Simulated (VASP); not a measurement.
# YTl (P4/mmm) in VASP: notebook

The runs below take YTl through single point, with LDA.

Everything below comes from runs of VASP 6.6.1. Logs are shortened: lines on timing, memory, paths and dates and some standing lists are left out, and cuts for length are marked.

## 1. The cell of the first run

Symmetry: P4/mmm, No. 123, tetragonal system. Conventional cell: a = 3.751 Å, b = 3.751 Å, c = 3.713 Å, α = 90.00°, β = 90.00°, γ = 90.00°. Y (site symmetry 4/mmm) has 8 Tl at 3.24 Å and 6 Y at 3.71 to 3.75 Å within 4.3 Å. Tl (site symmetry 4/mmm) has 8 Y at 3.24 Å and 6 Tl at 3.71 to 3.75 Å within 4.3 Å.

## 2. Single point, LDA (zz strain of -1 %)

Contents of INCAR:

```
SYSTEM = YTl
PREC     = Accurate       ! precision mode
ENCUT    = 520            ! plane-wave cutoff, eV
EDIFF    = 1E-7           ! SCF threshold, eV
ISMEAR   = -1             ! smearing method
SIGMA    = 0.08           ! smearing width, eV
LREAL    = .FALSE.        ! projectors in reciprocal space
LASPH    = .TRUE.         ! aspherical terms in the spheres
NELM     = 100            ! most SCF steps
ALGO     = Normal         ! electronic algorithm
ISIF     = 2              ! what is computed and relaxed
LWAVE    = .FALSE.        ! write WAVECAR
LCHARG   = .TRUE.         ! write CHGCAR
LELF     = .TRUE.         ! ELF
LVHAR    = .TRUE.       
NBANDS   = 19             ! bands
```

Contents of KPOINTS:

```
Automatic mesh
0
G
  11 11 11
  0 0 0
```

Contents of POSCAR:

```
YTl
1.0
    3.7510000000      0.0000000000      0.0000000000
    0.0000000000      3.7510000000      0.0000000000
    0.0000000000      0.0000000000      3.7134900000
Y Tl
1 1
Direct
    0.5000000000      0.5000000000      0.5000000000
    0.0000000000      0.0000000000      0.0000000000
```

Potentials or basis: VASP PAW LDA potentials, release 64 (Y_sv, Tl_d).

The run is started by

```sh
> cat potpaw_LDA.64/Y_sv/POTCAR potpaw_LDA.64/Tl_d/POTCAR > POTCAR
> mpirun -np 1 vasp_std > vasp.out
```

OUTCAR:

```text
SYSTEM = YTl
   PREC = Accurate
   ENCUT = 520
   EDIFF = 1E-7
   ISMEAR = -1
   LREAL = .FALSE.
   LASPH = .TRUE.
   NELM = 100
   ISIF = 2

 ion  position               nearest neighbor table
   1  0.500  0.500  0.500-   2 3.24   2 3.24   2 3.24   2 3.24   2 3.24   2 3.24   2 3.24   2 3.24

   2  0.000  0.000  0.000-   1 3.24   1 3.24   1 3.24   1 3.24   1 3.24   1 3.24   1 3.24   1 3.24

  LATTYP: Found a simple tetragonal cell.
 ALAT       =     3.7510000000
 C/A-ratio  =     0.9900000000

  Lattice vectors:

 A1 = (   3.7510000000,   0.0000000000,   0.0000000000)
 A2 = (   0.0000000000,   3.7510000000,   0.0000000000)
 A3 = (   0.0000000000,   0.0000000000,   3.7134900000)

Analysis of symmetry for initial positions (statically):
=====================================================================
 Subroutine PRICEL returns:
 Original cell was already a primitive cell.

 Routine SETGRP: Setting up the symmetry group for a
 simple tetragonal supercell.

 Subroutine GETGRP returns: Found 16 space group operations
 (whereof 16 operations were pure point group operations)
 out of a pool of 16 trial point group operations.

The static configuration has the point symmetry D_4h.

Analysis of symmetry for dynamics (positions and initial velocities):
=====================================================================
 Subroutine PRICEL returns:
 Original cell was already a primitive cell.

 Routine SETGRP: Setting up the symmetry group for a
 simple tetragonal supercell.

 Subroutine GETGRP returns: Found 16 space group operations
 (whereof 16 operations were pure point group operations)
 out of a pool of 16 trial point group operations.

The dynamic configuration has the point symmetry D_4h.

 Subroutine INISYM returns: Found 16 space group operations
 (whereof 16 operations are pure point group operations),
 and found     1 'primitive' translations

----------------------------------------------------------------------------------------

                                     Primitive cell

  volume of cell :      52.2488

  direct lattice vectors                    reciprocal lattice vectors
     3.751000000  0.000000000  0.000000000     0.266595575  0.000000000  0.000000000
     0.000000000  3.751000000  0.000000000     0.000000000  0.266595575  0.000000000
     0.000000000  0.000000000  3.713490000     0.000000000  0.000000000  0.269288459

  length of vectors
     3.751000000  3.751000000  3.713490000     0.266595575  0.266595575  0.269288459

  position of ions in fractional coordinates (direct lattice)
     0.500000000  0.500000000  0.500000000
     0.000000000  0.000000000  0.000000000

  ion indices of the primitive-cell ions
   primitive index   ion index
                 1           1
                 2           2

----------------------------------------------------------------------------------------

 KPOINTS: Automatic mesh

Automatic generation of k-mesh.
 Grid dimensions read from file:
 generate k-points for:   11   11   11

 Generating k-lattice:

  Cartesian coordinates                     Fractional coordinates (reciprocal lattice)
     0.024235961  0.000000000  0.000000000     0.090909091  0.000000000  0.000000000
     0.000000000  0.024235961  0.000000000     0.000000000  0.090909091  0.000000000
     0.000000000  0.000000000  0.024480769     0.000000000  0.000000000  0.090909091

  Length of vectors
     0.024235961  0.024235961  0.024480769

  Shift w.r.t. Gamma in fractional coordinates (k-lattice)
     0.000000000  0.000000000  0.000000000

 Subroutine IBZKPT returns following result:
 ===========================================

 Found    126 irreducible k-points:

 Following reciprocal coordinates:
            Coordinates               Weight
  0.000000  0.000000  0.000000      1.000000
  0.090909  0.000000  0.000000      4.000000
  0.181818  0.000000  0.000000      4.000000
  0.272727  0.000000  0.000000      4.000000
  0.363636  0.000000  0.000000      4.000000
  0.454545  0.000000  0.000000      4.000000
[... 16 lines left out ...]
  0.090909  0.000000  0.090909      8.000000
  0.181818  0.000000  0.090909      8.000000
 [... further k-points ...]
   k-points           NKPTS =    126   k-points in BZ     NKDIM =    126   number of bands    NBANDS=     19
   number of dos      NEDOS =    301   number of ions     NIONS =      2
   total plane-waves  NPLWV =  21952
   dimension x,y,z NGX =    28 NGY =   28 NGZ =   28
   dimension x,y,z NGXF=    56 NGYF=   56 NGZF=   56
   ions per type =               1   1
   NGX,Y,Z   is equivalent  to a cutoff of  12.41, 12.41, 12.54 a.u.
   NGXF,Y,Z  is equivalent  to a cutoff of  24.82, 24.82, 25.07 a.u.
 SYSTEM =  YTl
   PREC   = accura    normal or accurate (medium, high low for compatibility)
   ISTART =      0    job   : 0-new  1-cont  2-samecut
   ICHARG =      2    charge: 1-file 2-atom 10-const
   ISPIN  =      1    spin polarized calculation?
   LNONCOLLINEAR =      F non collinear calculations
   LSORBIT =      F    spin-orbit coupling
   LASPH  =      T    aspherical Exc in radial PAW
   ENCUT  =  520.0 eV  38.22 Ry    6.18 a.u.   6.97  6.97  6.90*2*pi/ulx,y,z
   NELM   =    100;   NELMIN=  2; NELMDL= -5     # of ELM steps
   EDIFF  = 0.1E-06   stopping-criterion for ELM
   LREAL  =      F    real-space projection
   EDIFFG = 0.1E-05   stopping-criterion for IOM
   NSW    =      0    number of steps for IOM
   IBRION =     -1    ionic relax: 0-MD 1-quasi-New 2-CG
   NFREE  =      0    steps in history (QN), initial steepest desc. (CG)
   ISIF   =      2    stress and relaxation
   ISYM   =      2    0-nonsym 1-usesym 2-fastsym
   POTIM  = 0.5000    time-step for ionic-motion
   TEBEG  =    0.0;   TEEND  =   0.0 temperature during run
   PSTRESS=    0.0 pullay stress
   NELECT =      24.0000    total number of electrons
   NUPDOWN=      -1.0000    fix difference up-down
   EMIN   =  10.00;   EMAX   =-10.00  energy-range for DOS
   EFERMI =   0.00;   METHOD = LEGACY
   ISMEAR =    -1;   SIGMA  =   0.08  broadening in eV -4-tet -1-fermi 0-gaus
   EFERMI_NEDOS =   21; number of points for ismear=-14 and -15
   IALGO  =     38    algorithm
   IMIX   =      4    mixing-type and parameters
     AMIX     =   0.40;   BMIX     =  1.00
     AMIX_MAG =   1.60;   BMIX_MAG =  1.00
  volume/ion in A,a.u.               =      26.12       176.30
  Fermi-wavevector in a.u.,A,eV,Ry     =   1.263145  2.386997 21.708566  1.595535
  Thomas-Fermi vector in A             =   2.396517
   LORBIT       =      0    0 simple, 1 ext, 2 COOP (PROOUT), +10 PAW based schemes
   GGA     = CA    functional components
   LHFCALC =     F    Hartree Fock is set to
   AEXX    =    0.0000 exact exchange contribution
   IVDW    =     0    specifies the selected vdW correction
   LEPSILON=     F    determine dielectric tensor
   LRPA    =     F    only Hartree local field effects (RPA)
 non-spin polarized calculation
  energy-cutoff  :      520.00
  volume of cell :       52.25
 maximum number of plane-waves:      1422
 NGX is ok and might be reduce to    28
   NGX = 13   NGY = 13   NGZ = 13

 number of electron      24.0000011 magnetization

 Free energy of the ion-electron system (eV)
  ---------------------------------------------------
  ext. energy  EPLUGINS =         0.00000000
  ---------------------------------------------------
  free energy    TOTEN  =       -10.90025729 eV

  energy without entropy =      -10.87283928  energy(sigma->0) =      -10.88654829

 E-fermi :   6.0052     XC(G=0): -10.7853

 val. band max:        5.9961157126   @ k =   0.0000   0.0000   0.4545
 cond. band min:       6.0154129781   @ k =   0.4545   0.0000   0.1818
 fundamental gap:      0.0192972654
 Fermi energy:         6.0052378704

 k-point     1 :       0.0000    0.0000    0.0000
  band No.  band energies     occupation
      1     -36.7785      2.00000
      2     -16.8242      2.00000
      3     -16.8242      2.00000
      4     -16.8102      2.00000
      5      -5.7486      2.00000
      6      -5.7391      2.00000
[... 11 lines left out ...]
     18       9.5323      0.00000
     19      11.6347      0.00000

 k-point     2 :       0.0909    0.0000    0.0000
  band No.  band energies     occupation
      1     -36.7774      2.00000
      2     -16.8433      2.00000
      3     -16.8230      2.00000
      4     -16.8090      2.00000
      5      -5.7435      2.00000
      6      -5.7180      2.00000
[... 11 lines left out ...]
     18      10.3234      0.00000
     19      12.3260      0.00000

 k-point     3 :       0.1818    0.0000    0.0000
  band No.  band energies     occupation
      1     -36.7745      2.00000
      2     -16.8942      2.00000
      3     -16.8199      2.00000
      4     -16.8059      2.00000
      5      -5.7336      2.00000
      6      -5.6580      2.00000
[... 11 lines left out ...]
     18      11.3213      0.00000
     19      13.3747      0.00000

 k-point     4 :       0.2727    0.0000    0.0000
  band No.  band energies     occupation
      1     -36.7707      2.00000
      2     -16.9598      2.00000
      3     -16.8158      2.00000
      4     -16.8018      2.00000
      5      -5.7212      2.00000
      6      -5.5798      2.00000
[... 11 lines left out ...]
     18      12.3979      0.00000
     19      13.9739      0.00000

 k-point     5 :       0.3636    0.0000    0.0000
  band No.  band energies     occupation
      1     -36.7672      2.00000
      2     -17.0191      2.00000
      3     -16.8120      2.00000
      4     -16.7980      2.00000
      5      -5.7097      2.00000
      6      -5.5400      2.00000
[... 11 lines left out ...]
     18      13.5518      0.00000
     19      13.8948      0.00000
[... 334 lines left out ...]
      2     -17.0114      2.00000
      3     -17.0102      2.00000
      4     -16.7717      2.00000
      5      -5.7424      2.00000
      6      -5.6177      2.00000
[... 11 lines left out ...]
     18      11.7945      0.00000
     19      11.9793      0.00000

 k-point    22 :       0.0000    0.0000    0.0909
  band No.  band energies     occupation
      1     -36.7772      2.00000
      2     -16.8310      2.00000
      3     -16.8228      2.00000
      4     -16.8228      2.00000
      5      -5.7354      2.00000
      6      -5.7242      2.00000
[... 11 lines left out ...]
     18      10.2444      0.00000
     19      12.3469      0.00000

 k-point    23 :       0.0909    0.0000    0.0909
  band No.  band energies     occupation
      1     -36.7762      2.00000
      2     -16.8422      2.00000
      3     -16.8292      2.00000
      4     -16.8216      2.00000
      5      -5.7254      2.00000
      6      -5.7083      2.00000
[... 11 lines left out ...]
     18      10.6740      0.00000
     19      13.0738      0.00000

 k-point    24 :       0.1818    0.0000    0.0909
  band No.  band energies     occupation
      1     -36.7733      2.00000
      2     -16.8923      2.00000
      3     -16.8257      2.00000
      4     -16.8183      2.00000
      5      -5.7155      2.00000
      6      -5.6488      2.00000
[... 11 lines left out ...]
     18      11.4969      0.00000
     19      14.1558      0.00000

 [... further k-points ...]
[... 5 lines left out ...]
  --------------------------------------------------------------------------------------
  -------------------------------------------------------------------------------------
  Total       -0.7820954     -0.7820954     -0.7332397      0.0000000     -0.0000000      0.0000000
  in kB      -23.9824715    -23.9824715    -22.4843422      0.0000000     -0.0000000      0.0000000
  external PRESSURE =     -23.4830951 kB  Pullay stress =       0.0000000 kB

 VOLUME and BASIS-vectors are now :
 -----------------------------------------------------------------------------
  energy-cutoff  :      520.00
  volume of cell :       52.25
      direct lattice vectors                 reciprocal lattice vectors
     3.751000000  0.000000000  0.000000000     0.266595575  0.000000000  0.000000000
     0.000000000  3.751000000  0.000000000     0.000000000  0.266595575  0.000000000
     0.000000000  0.000000000  3.713490000     0.000000000  0.000000000  0.269288459

 POSITION                                       TOTAL-FORCE (eV/Angst)
 -----------------------------------------------------------------------------------
      1.87550      1.87550      1.85675         0.000000      0.000000      0.000000
      0.00000      0.00000      0.00000         0.000000      0.000000      0.000000
 -----------------------------------------------------------------------------------
    total drift:                               -0.000000      0.000000      0.000000

  FREE ENERGIE OF THE ION-ELECTRON SYSTEM (eV)
  ---------------------------------------------------
  free  energy   TOTEN  =       -10.9002572930 eV

  energy  without entropy=      -10.8728392808  energy(sigma->0) =      -10.88654829
```

Wall time 34 s (1 thread of Intel Xeon 6975P-C (Granite Rapids), shared host); peak memory 0.26 GiB.

Results:

| Quantity | Value |
| --- | --- |
| Free energy | -10.9003 eV |
| Pressure | -2.3 GPa |
| Band gap on the k mesh | zero (bands 12 and 13 overlap by 2.20 eV) |

Stress tensor (GPa, compression positive):
```
-2.40  0.00  0.00
 0.00 -2.40  0.00
 0.00  0.00 -2.25
```

Caveat: the cell differs from its parent crystal (zz strain of -1 %); spin-orbit coupling is left out, which moves the levels of the heavy elements.

## 3. Single point, LDA (zz strain of +1 %)

INCAR, as its differences from that of step 2:

```diff
@@ -8,3 +8,3 @@
 LASPH    = .TRUE.         ! aspherical terms in the spheres
-NELM     = 100            ! most SCF steps
+NELM     = 80             ! most SCF steps
 ALGO     = Normal         ! electronic algorithm
```

KPOINTS is that of step 2.

POSCAR, as its differences from that of step 2:

```diff
@@ -4,3 +4,3 @@
     0.0000000000      3.7510000000      0.0000000000
-    0.0000000000      0.0000000000      3.7134900000
+    0.0000000000      0.0000000000      3.7885100000
 Y Tl
```

Potentials or basis: VASP PAW LDA potentials, release 64 (Y_sv, Tl_d).

The run is started by

```sh
> cat potpaw_LDA.64/Y_sv/POTCAR potpaw_LDA.64/Tl_d/POTCAR > POTCAR
> mpirun -np 1 vasp_std > vasp.out
```

Wall time 34 s (1 thread of Intel Xeon 6975P-C (Granite Rapids), shared host); peak memory 0.26 GiB.

It converged, with:

```
Free energy            : -10.8814 eV
Pressure               : -3.5 GPa
Band gap on the k mesh : zero (bands 12 and 13 overlap by 2.18 eV)
```

Stress tensor (GPa, compression positive):
```
-3.43  0.00  0.00
 0.00 -3.43  0.00
 0.00  0.00 -3.55
```

Levels at points of the mesh, in eV from the Fermi level:
| k point | band 10 | band 11 | band 12 | band 13 | band 14 | band 15 |
| --- | --- | --- | --- | --- | --- | --- |
| (0.00, 0.00, 0.00) | -9.01 | -0.14 | -0.14 | 2.91 | 3.10 | 3.10 |

Caveat: the cell differs from its parent crystal (zz strain of +1 %); the cell stands under tension; spin-orbit coupling is left out, which moves the levels of the heavy elements.

(Part 1 of 2 ends here.)
